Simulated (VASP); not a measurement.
# Sb (Im-3m) in VASP: notebook

The runs below take Sb through single point, with LDA.

Program: VASP 6.6.1. These are calculated values, not measurements. Logs are shortened: lines on timing, memory, paths and dates and some standing lists are left out, and cuts for length are marked.

### 1 The cell of the first run

The structure is cubic, space group Im-3m (No. 229). The conventional cell has a = 3.709 Å, b = 3.709 Å, c = 3.709 Å, α = 90.00°, β = 90.00°, γ = 90.00°. Within 4.2 Å of Sb (site symmetry m-3m) lie 14 Sb at 3.21 to 3.71 Å.

### 2 Single point, LDA

Input file INCAR:

```
PREC     = Accurate       # precision mode
ENCUT    = 520            # plane-wave cutoff, eV
EDIFF    = 1E-6           # SCF threshold, eV
ISMEAR   = -1             # smearing method
SIGMA    = 0.1            # smearing width, eV
LREAL    = False          # projectors in reciprocal space
LASPH    = True           # aspherical terms in the spheres
NELM     = 60             # most SCF steps
ALGO     = Normal         # electronic algorithm
ISIF     = 2              # what is computed and relaxed
LWAVE    = False          # write WAVECAR
LCHARG   = True           # write CHGCAR
LELF     = True           # ELF
LVHAR    = True         
NBANDS   = 8              # bands
```

Input file KPOINTS:

```
regular mesh
0
Gamma
  16 16 16
```

Input file POSCAR:

```
Sb
1.0
   -1.8542987026      1.8542987026      1.8542987026
    1.8542987026     -1.8542987026      1.8542987026
    1.8542987026      1.8542987026     -1.8542987026
Sb
1
Direct
    0.0000000000      0.0000000000      0.0000000000
```

Potentials or basis: VASP PAW LDA potentials, release 64 (Sb).

Run with:

```
$ cat potpaw_LDA.64/Sb/POTCAR > POTCAR
$ mpirun -np 1 vasp_std > vasp.out
```

OUTCAR:

```text
PREC = Accurate
   ENCUT = 520
   EDIFF = 1E-6
   ISMEAR = -1
   LREAL = False
   LASPH = True
   NELM = 60
   ISIF = 2

 ion  position               nearest neighbor table
   1  0.000  0.000  0.000-

  LATTYP: Found a body centered cubic cell.
 ALAT       =     3.7085974052

  Lattice vectors:

 A1 = (  -1.8542987026,   1.8542987026,   1.8542987026)
 A2 = (   1.8542987026,  -1.8542987026,   1.8542987026)
 A3 = (   1.8542987026,   1.8542987026,  -1.8542987026)

Analysis of symmetry for initial positions (statically):
=====================================================================
 Subroutine PRICEL returns:
 Original cell was already a primitive cell.

 Routine SETGRP: Setting up the symmetry group for a
 body centered cubic supercell.

 Subroutine GETGRP returns: Found 48 space group operations
 (whereof 48 operations were pure point group operations)
 out of a pool of 48 trial point group operations.

The static configuration has the point symmetry O_h .

Analysis of symmetry for dynamics (positions and initial velocities):
=====================================================================
 Subroutine PRICEL returns:
 Original cell was already a primitive cell.

 Routine SETGRP: Setting up the symmetry group for a
 body centered cubic supercell.

 Subroutine GETGRP returns: Found 48 space group operations
 (whereof 48 operations were pure point group operations)
 out of a pool of 48 trial point group operations.

The dynamic configuration has the point symmetry O_h .

 Subroutine INISYM returns: Found 48 space group operations
 (whereof 48 operations are pure point group operations),
 and found     1 'primitive' translations

----------------------------------------------------------------------------------------

                                     Primitive cell

  volume of cell :      25.5035

  direct lattice vectors                    reciprocal lattice vectors
    -1.854298703  1.854298703  1.854298703     0.000000000  0.269643720  0.269643720
     1.854298703 -1.854298703  1.854298703     0.269643720  0.000000000  0.269643720
     1.854298703  1.854298703 -1.854298703     0.269643720  0.269643720  0.000000000

  length of vectors
     3.211739565  3.211739565  3.211739565     0.381333806  0.381333806  0.381333806

  position of ions in fractional coordinates (direct lattice)
[... 71 lines left out ...]
   ISPIN  =      1    spin polarized calculation?
   LNONCOLLINEAR =      F non collinear calculations
   LSORBIT =      F    spin-orbit coupling
   LASPH  =      T    aspherical Exc in radial PAW
   ENCUT  =  520.0 eV  38.22 Ry    6.18 a.u.   5.97  5.97  5.97*2*pi/ulx,y,z
   NELM   =     60;   NELMIN=  2; NELMDL= -5     # of ELM steps
   EDIFF  = 0.1E-05   stopping-criterion for ELM
   LREAL  =      F    real-space projection
   EDIFFG = 0.1E-04   stopping-criterion for IOM
   NSW    =      0    number of steps for IOM
   IBRION =     -1    ionic relax: 0-MD 1-quasi-New 2-CG
   NFREE  =      0    steps in history (QN), initial steepest desc. (CG)
   ISIF   =      2    stress and relaxation
   ISYM   =      2    0-nonsym 1-usesym 2-fastsym
   POTIM  = 0.5000    time-step for ionic-motion
   TEBEG  =    0.0;   TEEND  =   0.0 temperature during run
   PSTRESS=    0.0 pullay stress
   NELECT =       5.0000    total number of electrons
   NUPDOWN=      -1.0000    fix difference up-down
   EMIN   =  10.00;   EMAX   =-10.00  energy-range for DOS
   EFERMI =   0.00;   METHOD = LEGACY
   ISMEAR =    -1;   SIGMA  =   0.10  broadening in eV -4-tet -1-fermi 0-gaus
   EFERMI_NEDOS =   21; number of points for ismear=-14 and -15
   IALGO  =     38    algorithm
   IMIX   =      4    mixing-type and parameters
     AMIX     =   0.40;   BMIX     =  1.00
     AMIX_MAG =   1.60;   BMIX_MAG =  1.00
  volume/ion in A,a.u.               =      25.50       172.11
  Fermi-wavevector in a.u.,A,eV,Ry     =   0.951039  1.797204 12.306140  0.904476
  Thomas-Fermi vector in A             =   2.079472
   LORBIT       =      0    0 simple, 1 ext, 2 COOP (PROOUT), +10 PAW based schemes
   GGA     = CA    functional components
   LHFCALC =     F    Hartree Fock is set to
   AEXX    =    0.0000 exact exchange contribution
   IVDW    =     0    specifies the selected vdW correction
   LEPSILON=     F    determine dielectric tensor
   LRPA    =     F    only Hartree local field effects (RPA)
 non-spin polarized calculation
  energy-cutoff  :      520.00
  volume of cell :       25.50
 maximum number of plane-waves:       703
   NGX = 11   NGY = 11   NGZ = 11

 number of electron       4.9999999 magnetization

 Free energy of the ion-electron system (eV)
  ---------------------------------------------------
  ext. energy  EPLUGINS =         0.00000000
  ---------------------------------------------------
  free energy    TOTEN  =        -4.63524203 eV

  energy without entropy =       -4.61431146  energy(sigma->0) =       -4.62477674

 E-fermi :   9.0247     XC(G=0): -10.6050

 val. band max:        9.0000805346   @ k =  -0.4375   0.5000   0.3125
 cond. band min:       9.0957089754   @ k =   0.2500   0.1875   0.1250
 fundamental gap:      0.0956284408
 Fermi energy:         9.0246897074

 k-point     1 :       0.0000    0.0000    0.0000
  band No.  band energies     occupation
      1      -4.2278      2.00000
      2      14.8873      0.00000
      3      14.8873      0.00000
      4      14.8873      0.00000
      5      19.5581      0.00000
      6      19.5581      0.00000
      7      19.5581      0.00000
      8      20.9805      0.00000
[... 243 lines left out ...]
 k-point    24 :       0.2500    0.1875    0.0000
  band No.  band energies     occupation
      1      -1.1621      2.00000
      2       6.2145      2.00000
      3       8.6717      1.94304
      4      12.1938      0.00000
      5      17.3404      0.00000
      6      18.6933      0.00000
      7      21.0745      0.00000
      8      22.8964      0.00000

 [... further k-points ...]
[... 5 lines left out ...]
  --------------------------------------------------------------------------------------
  -------------------------------------------------------------------------------------
  Total        0.0205767      0.0205767      0.0205767      0.0000000     -0.0000000     -0.0000000
  in kB        1.2926683      1.2926683      1.2926683      0.0000000     -0.0000000     -0.0000000
  external PRESSURE =       1.2926683 kB  Pullay stress =       0.0000000 kB

 VOLUME and BASIS-vectors are now :
 -----------------------------------------------------------------------------
  energy-cutoff  :      520.00
  volume of cell :       25.50
      direct lattice vectors                 reciprocal lattice vectors
    -1.854298703  1.854298703  1.854298703     0.000000000  0.269643720  0.269643720
     1.854298703 -1.854298703  1.854298703     0.269643720  0.000000000  0.269643720
     1.854298703  1.854298703 -1.854298703     0.269643720  0.269643720  0.000000000

 POSITION                                       TOTAL-FORCE (eV/Angst)
 -----------------------------------------------------------------------------------
      0.00000      0.00000      0.00000         0.000000     -0.000000      0.000000
 -----------------------------------------------------------------------------------
    total drift:                               -0.000000     -0.000000      0.000000

  FREE ENERGIE OF THE ION-ELECTRON SYSTEM (eV)
  ---------------------------------------------------
  free  energy   TOTEN  =        -4.6352420311 eV

  energy  without entropy=       -4.6143114581  energy(sigma->0) =       -4.62477674
```

OSZICAR:

```text
N       E                     dE             d eps       ncg     rms          rms(c)
DAV:   1     0.467765079449E+01    0.46777E+01   -0.16813E+03  2344   0.415E+02
DAV:   2    -0.453366577502E+01   -0.92113E+01   -0.89392E+01  3280   0.539E+01
DAV:   3    -0.464147419837E+01   -0.10781E+00   -0.10746E+00  2752   0.660E+00
DAV:   4    -0.464180858746E+01   -0.33439E-03   -0.33438E-03  3512   0.449E-01
DAV:   5    -0.464180937262E+01   -0.78516E-06   -0.78543E-06  2944   0.141E-02    0.201E+00
DAV:   6    -0.463759914071E+01    0.42102E-02   -0.15341E-03  2752   0.173E-01    0.116E+00
DAV:   7    -0.463524950921E+01    0.23496E-02   -0.30152E-03  2832   0.242E-01    0.391E-02
DAV:   8    -0.463524198080E+01    0.75284E-05   -0.34318E-05  2936   0.458E-02    0.547E-03
DAV:   9    -0.463524203109E+01   -0.50288E-07   -0.23186E-07  3440   0.416E-03
   1 F= -.46352420E+01 E0= -.46247767E+01  d E =-.209306E-01
```

Wall time 18 s (1 thread of AMD EPYC 7R43 (Zen 3), shared host); peak memory 0.11 GiB.

What came out:

```
Free energy : -4.6352 eV
Pressure    : 0.1 GPa
```

Caveat: spin-orbit coupling is left out, which moves the levels of the heavy elements.

### 3 Single point, LDA

Input file INCAR:

```
  PREC = Accurate
  ENCUT = 520
  EDIFF = 1E-6
  ISMEAR = -1
  SIGMA = 0.1
  LREAL = F
  LASPH = T
  NELM = 60
  ALGO = Normal
  ISIF = 2
  LWAVE = F
  LCHARG = T
  GGA = CA
  LELF = T
  LVHAR = T
  NBANDS = 8
```

KPOINTS is that of step 2.

POSCAR is that of step 2.

Potentials or basis: VASP PAW LDA potentials, release 64 (Sb).

Run with:

```
$ cat potpaw_LDA.64/Sb/POTCAR > POTCAR
$ mpirun -np 1 vasp_std > vasp.out
```

Run time: 18 s. Hardware: 1 thread of AMD EPYC 7R43 (Zen 3), shared host; peak memory 0.11 GiB.

It converged, with:

```yaml
Free_energy: -4.6352 eV
Pressure: 0.1 GPa
```

Levels at points of the mesh, in eV from the Fermi level:
| k point | band 1 | band 2 | band 3 | band 4 | band 5 | band 6 | band 7 |
| --- | --- | --- | --- | --- | --- | --- | --- |
| (0.00, 0.00, 0.00) | -13.25 | 5.86 | 5.86 | 5.86 | 10.53 | 10.53 | 10.53 |
| (0.50, 0.00, 0.00) | -8.92 | -5.87 | 1.81 | 3.91 | 6.64 | 7.00 | 14.16 |
| (0.50, 0.50, 0.50) | -5.40 | -2.08 | -2.08 | -2.08 | 2.96 | 2.96 | 16.75 |

Caveat: spin-orbit coupling is left out, which moves the levels of the heavy elements.
